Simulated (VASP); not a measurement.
# SiC (F-43m) in VASP: vibrations by perturbation theory with PBEsol

Aim: the vibrations by perturbation theory of SiC with PBEsol.

All numbers are computed with VASP 6.6.1; they aren't measurements. Logs are shortened: lines on timing, memory, paths and dates and some standing lists are left out, and cuts for length are marked.

### 1 The cell of the first run

Symmetry: F-43m, No. 216, cubic system. The conventional cell has a = 4.357 Å, b = 4.357 Å, c = 4.357 Å, α = 90.00°, β = 90.00°, γ = 90.00°. Within 2.5 Å of Si (site symmetry -43m) lie 4 C at 1.89 Å. C (site symmetry -43m) has 4 Si at 1.89 Å within 2.5 Å.

### 2 Vibrations by perturbation theory, PBEsol

INCAR

```
SYSTEM = SiC
ALGO     = Normal         ! electronic algorithm
EDIFF    = 1E-8           ! SCF threshold, eV
ENCUT    = 520            ! plane-wave cutoff, eV
GGA      = PS             ! functional
IBRION   = 8              ! ionic algorithm
ISIF     = 2              ! what is computed and relaxed
ISMEAR   = 0              ! smearing method
LASPH    = .TRUE.         ! aspherical terms in the spheres
LCHARG   = .FALSE.        ! write CHGCAR
LEPSILON = .TRUE.         ! dielectric tensor by DFPT
LREAL    = .FALSE.        ! projectors in reciprocal space
LWAVE    = .FALSE.        ! write WAVECAR
NELM     = 60             ! most SCF steps
NSW      = 1              ! ionic steps
PREC     = Accurate       ! precision mode
SIGMA    = 0.01           ! smearing width, eV
```

KPOINTS

```
k-points
0
G
  8 8 8
  0 0 0
```

POSCAR

```
SiC
1.0
    0.0000000000      2.1784545159      2.1784545159
    2.1784545159      0.0000000000      2.1784545159
    2.1784545159      2.1784545159      0.0000000000
Si C
1 1
Direct
    0.0000000000      0.0000000000      0.0000000000
    0.2500000000      0.2500000000      0.2500000000
```

Potentials or basis: VASP PAW PBE potentials, release 64 (Si, C).

On the command line:

```bash
$ cat potpaw_PBE.64/Si/POTCAR potpaw_PBE.64/C/POTCAR > POTCAR
$ mpirun -np 1 vasp_std > vasp.out
```

OUTCAR:

```text
SYSTEM = SiC
   EDIFF = 1E-8
   ENCUT = 520
   GGA = PS
   IBRION = 8
   ISIF = 2
   ISMEAR = 0
   LASPH = .TRUE.
   LEPSILON = .TRUE.
   LREAL = .FALSE.
   NELM = 60
   NSW = 1
   PREC = Accurate

 ion  position               nearest neighbor table
   1  0.000  0.000  0.000-   2 1.89   2 1.89   2 1.89   2 1.89
   2  0.250  0.250  0.250-   1 1.89   1 1.89   1 1.89   1 1.89

  LATTYP: Found a face centered cubic cell.
 ALAT       =     4.3569090318

  Lattice vectors:

 A1 = (   0.0000000000,   2.1784545159,   2.1784545159)
 A2 = (   2.1784545159,   0.0000000000,   2.1784545159)
 A3 = (   2.1784545159,   2.1784545159,   0.0000000000)

Analysis of symmetry for initial positions (statically):
=====================================================================
 Subroutine PRICEL returns:
 Original cell was already a primitive cell.

 Routine SETGRP: Setting up the symmetry group for a
 face centered cubic supercell.

 Subroutine GETGRP returns: Found 24 space group operations
 (whereof 24 operations were pure point group operations)
 out of a pool of 48 trial point group operations.

The static configuration has the point symmetry T_d .

Analysis of symmetry for dynamics (positions and initial velocities):
=====================================================================
 Subroutine PRICEL returns:
 Original cell was already a primitive cell.

 Routine SETGRP: Setting up the symmetry group for a
 face centered cubic supercell.

 Subroutine GETGRP returns: Found 24 space group operations
 (whereof 24 operations were pure point group operations)
 out of a pool of 48 trial point group operations.

The dynamic configuration has the point symmetry T_d .

 Subroutine INISYM returns: Found 24 space group operations
 (whereof 24 operations are pure point group operations),
 and found     1 'primitive' translations

[... 496 lines left out ...]
     0.00000 -8.53956  0.00493

 MACROSCOPIC STATIC DIELECTRIC TENSOR (including local field effects in DFT)
 ------------------------------------------------------
           7.230430     0.000000    -0.000000
          -0.000000     7.230430     0.000000
           0.000000    -0.000000     7.230430
 ------------------------------------------------------

 PIEZOELECTRIC TENSOR (including local field effects)  for field in x, y, z        (e  Angst)
          XX          YY          ZZ          XY          YZ          ZX
  --------------------------------------------------------------------------------
  x     0.00000    -0.00000    -0.00000     0.00000    -1.27671     0.00000
  y     0.00000    -0.00000     0.00000     0.00000     0.00000    -1.27671
  z    -0.00000    -0.00000     0.00000    -1.27671     0.00000     0.00000

 PIEZOELECTRIC TENSOR (including local field effects)  for field in x, y, z        (C/m^2)
          XX          YY          ZZ          XY          YZ          ZX
  --------------------------------------------------------------------------------
  x     0.00000    -0.00000    -0.00000     0.00000    -0.98930     0.00000
  y     0.00000    -0.00000     0.00000     0.00000     0.00000    -0.98930
  z    -0.00000    -0.00000     0.00000    -0.98930     0.00000     0.00000

 BORN EFFECTIVE CHARGES (including local field effects) (in |e|, cummulative output)
 ---------------------------------------------------------------------------------
 ion    1
    1     2.71042     0.00000     0.00000
    2     0.00000     2.71042     0.00000
    3     0.00000     0.00000     2.71042
 ion    2
    1    -2.71042     0.00000     0.00000
    2     0.00000    -2.71042     0.00000
    3     0.00000     0.00000    -2.71042

 INTERNAL STRAIN TENSOR FOR ION    2 for displacements in x,y,z  (eV/Angst):
          X           Y           Z          XY          YZ          ZX
  --------------------------------------------------------------------------------
  x     0.00000     0.00000     0.00000     0.00000    -8.53956     0.00000
  y     0.00000     0.00000     0.00000     0.00000     0.00000    -8.53956
  z     0.00000     0.00000     0.00000    -8.53956     0.00000     0.00000

 SECOND DERIVATIVES (NOT SYMMETRIZED)
 ------------------------------------
               1X          1Y          1Z          2X          2Y          2Z
  1X   -19.204861    0.000000    0.000000   19.204861    0.000000    0.000000
  1Y     0.000000  -19.204861    0.000000    0.000000   19.204861    0.000000
  1Z     0.000000    0.000000  -19.204861    0.000000    0.000000   19.204861
  2X    19.207806    0.000000    0.000000  -19.207806    0.000000    0.000000
  2Y     0.000000   19.207806    0.000000    0.000000  -19.207806    0.000000
  2Z     0.000000    0.000000   19.207806    0.000000    0.000000  -19.207806

 Eigenvectors and eigenvalues of the dynamical matrix
 ----------------------------------------------------

   1 f  =   23.621276 THz   148.416857 2PiTHz  787.920968 cm-1    97.689706 meV
             X         Y         Z           dx          dy          dz
      0.000000  0.000000  0.000000    -0.545997   -0.037571    0.000000
      1.089227  1.089227  1.089227     0.834970    0.057455    0.000000
[... 21 lines left out ...]
   6 f/i=    0.000829 THz     0.005211 2PiTHz    0.027666 cm-1     0.003430 meV
             X         Y         Z           dx          dy          dz
      0.000000  0.000000  0.000000    -0.140312    0.825099    0.000000
      1.089227  1.089227  1.089227    -0.091752    0.539542    0.000000

--------------------------------------------------------------------------------------------------------

 MACROSCOPIC STATIC DIELECTRIC TENSOR IONIC CONTRIBUTION
 ------------------------------------------------------
           3.347489     0.000000    -0.000000
           0.000000     3.347489     0.000000
          -0.000000     0.000000     3.347489
 ------------------------------------------------------

 ELASTIC MODULI CONTR FROM IONIC RELAXATION (kBar)
 Direction    XX          YY          ZZ          XY          YZ          ZX
 --------------------------------------------------------------------------------
 XX          -0.0000     -0.0000     -0.0000     -0.0000      0.0000      0.0000
 YY          -0.0000     -0.0000     -0.0000     -0.0000     -0.0000     -0.0000
 ZZ          -0.0000     -0.0000     -0.0000      0.0000     -0.0000      0.0000
 XY          -0.0000     -0.0000      0.0000   -269.2968      0.0000      0.0000
 YZ           0.0000     -0.0000     -0.0000      0.0000   -269.2968     -0.0000
 ZX           0.0000     -0.0000      0.0000      0.0000     -0.0000   -269.2968
 --------------------------------------------------------------------------------

 PIEZOELECTRIC TENSOR IONIC CONTR  for field in x, y, z        (C/m^2)
          XX          YY          ZZ          XY          YZ          ZX
  --------------------------------------------------------------------------------
  x    -0.00000     0.00000     0.00000    -0.00000     0.89340     0.00000
  y    -0.00000     0.00000    -0.00000    -0.00000     0.00000     0.89340
  z     0.00000     0.00000    -0.00000     0.89340    -0.00000     0.00000
```

OSZICAR:

```text
N       E                     dE             d eps       ncg     rms          rms(c)
DAV:   1     0.340138942712E+01    0.34014E+01   -0.41362E+03   472   0.843E+02
DAV:   2    -0.174011682342E+02   -0.20803E+02   -0.19687E+02   696   0.106E+02
DAV:   3    -0.177131181964E+02   -0.31195E+00   -0.31195E+00   504   0.165E+01
[... 143 lines left out ...]
RMM:   7    -0.124477943188E+00    0.55491E-05    0.90827E-09  2597   0.868E-04    0.125E-04
RMM:   8    -0.124479021436E+00   -0.10782E-05   -0.18096E-08  2573   0.207E-04    0.292E-05
RMM:   9    -0.124478914135E+00    0.10730E-06   -0.18418E-08  2718   0.452E-05    0.612E-06
RMM:  10    -0.124478946623E+00   -0.32488E-07   -0.35429E-09  2705   0.106E-05    0.175E-06
RMM:  11    -0.124478949929E+00   -0.33056E-08    0.38035E-10  2420   0.269E-06    0.408E-07
 Linear response finished
```

It took 3.9 min on 1 thread of AMD EPYC 7R13, shared host; peak memory 0.14 GiB.

What came out:

```
Electronic dielectric tensor (diagonal)                 : 7.23
Born charges (mean of the diagonal)                     : Si +2.71; C -2.71 e
Highest phonon frequency at Γ, LO-TO splitting left out : 788 cm⁻¹
```

Phonon frequencies in cm⁻¹ (negative: imaginary):
```
              q point        frequencies
(0.000, 0.000, 0.000)  0 0 0 788 788 788
```

Electronic dielectric tensor:
```
7.23 0.00 0.00
0.00 7.23 0.00
0.00 0.00 7.23
```

Born effective charge tensors (e):
atom 1, Si
```
2.71 0.00 0.00
0.00 2.71 0.00
0.00 0.00 2.71
```
atom 2, C
```
-2.71  0.00  0.00
 0.00 -2.71  0.00
 0.00  0.00 -2.71
```
